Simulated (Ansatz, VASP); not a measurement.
# One calculation of NaCl, two programs

```xyz
2
Lattice="0.0000 2.8656 2.8656 2.8656 0.0000 2.8656 2.8656 2.8656 0.0000" Properties=species:S:1:pos:R:3 pbc="T T T"
Na    0.0000    0.0000    0.0000
Cl    2.8656    2.8656    2.8656
```

Alike in both runs: task single point; functional r2SCAN; k mesh 8 × 8 × 8; occupations fermi-dirac, width 0.1373 eV; no spin polarisation.

|  | VASP | Ansatz |
| --- | --- | --- |
| version | VASP 6.6.1 | Ansatz 0.2.0 |
| potentials or method | VASP PAW PBE potentials, release 64 (Na_pv, Cl), cutoff 520 eV | PAW plane waves |
| valence electrons in the cell | 14 | 16 |

Ansatz gave:

| Quantity | Value |
| --- | --- |
| gap on the k mesh at the Fermi level (eV) | 5.71 |
| pressure (GPa) | -1.5 |

Q: What did VASP give for the same quantities?

A: gap on the k mesh at the Fermi level (eV): 5.73; pressure (GPa): -1.8.

VASP's potentials were made for PBE, not for r2SCAN. With one functional, cell and mesh, what is left measures potentials, basis and numerics. VASP's potentials hold 14 valence electrons a cell and Ansatz's 16, so a difference there can come from the potentials and not from the codes.
